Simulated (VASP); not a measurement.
**SiC: single point with PBEsol**

Crystal: SiC.

```
CELL_PARAMETERS angstrom
3.07600 -0.01538 -0.01538
-1.55132 2.67158 -0.00563
-0.02524 -0.02524 5.04800
ATOMIC_POSITIONS crystal
Si 0.33333 0.66667 0.00000
Si 0.66667 0.33333 0.50000
C 0.33333 0.66667 0.38500
C 0.66667 0.33333 0.88500
```

This cell differs from its parent crystal: equal xy, yz and zx shear strains of -1 %.

```json
{
 "Program": "VASP 6.6.1",
 "Task": "single point",
 "Functional": "PBEsol",
 "Potentials or basis": "VASP PAW PBE potentials, release 64 (Si, C)",
 "Cutoff": "520 eV",
 "k mesh": "15 × 15 × 8",
 "Occupations": "fermi-dirac, width 0.08 eV",
 "Spin": "no spin polarisation",
 "Dipole correction": "no",
 "Further INCAR settings": "ALGO = Normal; EDIFF = 1e-07; NBANDS = 16"
}
```

```yaml
Pressure: 0.7 GPa
Largest_force: 0.780 eV/Å
Band_gap_on_the_k_mesh: 2.15 eV, indirect (least direct gap 3.92 eV)
```

Forces in eV/Å, atoms in the order of the input:
```
Si   0.163  0.067  0.755
Si  -0.033  0.063  0.751
C    0.052 -0.063 -0.751
C   -0.182 -0.067 -0.756
```

Stress tensor (GPa, compression positive):
```
 2.31  2.44  1.66
 2.44  2.31  1.66
 1.66  1.66 -2.66
```

Levels at points of the mesh, in eV from the valence-band top:
```
           k point  band 6  band 7  band 8  band 9  band 10  band 11
(0.00, 0.00, 0.00)   -0.31   -0.26    0.00    4.55     5.95     6.35
(0.00, 0.00, 0.50)   -1.00   -0.94   -0.91    5.62     5.63     6.96
```

It took 5.3 min on 1 thread of Intel(R) Xeon(R) Platinum 8259CL CPU @ 2.50GHz (Skylake/Cascade Lake), on a shared host, peak memory 0.56 GiB.

Caveat: the cell differs from its parent crystal (equal xy, yz and zx shear strains of -1 %); the PAW data sets were made with another functional, which shifts forces and pressure a little. A k mesh can miss the band edges.
